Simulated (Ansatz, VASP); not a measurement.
**Cs2Au: VASP beside Ansatz**

```xyz
3
Lattice="-2.2699 2.2699 8.7954 2.2699 -2.2699 8.7954 2.2699 2.2699 -8.7954" Properties=species:S:1:pos:R:3 pbc="T T T"
Cs    0.0000    0.0000   10.8321
Cs    0.0000    0.0000    6.7586
Au    0.0000    0.0000    0.0000
```

Alike in both runs: functional PBE; k mesh 6 × 6 × 6; occupations gaussian, width 0.1 eV; no spin polarisation.

Ansatz relaxed the structure, and its values are those at the end. VASP's run is a single point on that final structure, the one shown.

|  | VASP | Ansatz |
| --- | --- | --- |
| version | VASP 6.6.1 | Ansatz 0.2.0 |
| potentials or method | VASP PAW PBE potentials, release 64 (Cs_sv, Au), cutoff 520 eV | scalar-relativistic, plane waves, PAW |
| valence electrons in the cell | 29 | 37 |

|  | VASP | Ansatz | Ansatz less VASP |
| --- | --- | --- | --- |
| gap on the k mesh at the Fermi level (eV) | none | none | - |
| pressure (GPa) | 0.1 | 0.1 | 0.00 |
| rms of the force components (eV/Å) | 0.004 | 0.001 | -0.0028 |

A gap of «none» marks a metal or a gap that the smearing closes. VASP's potentials hold 29 valence electrons a cell and Ansatz's 37, so a difference there can come from the potentials and not from the codes.

Neither program's run includes spin-orbit coupling.
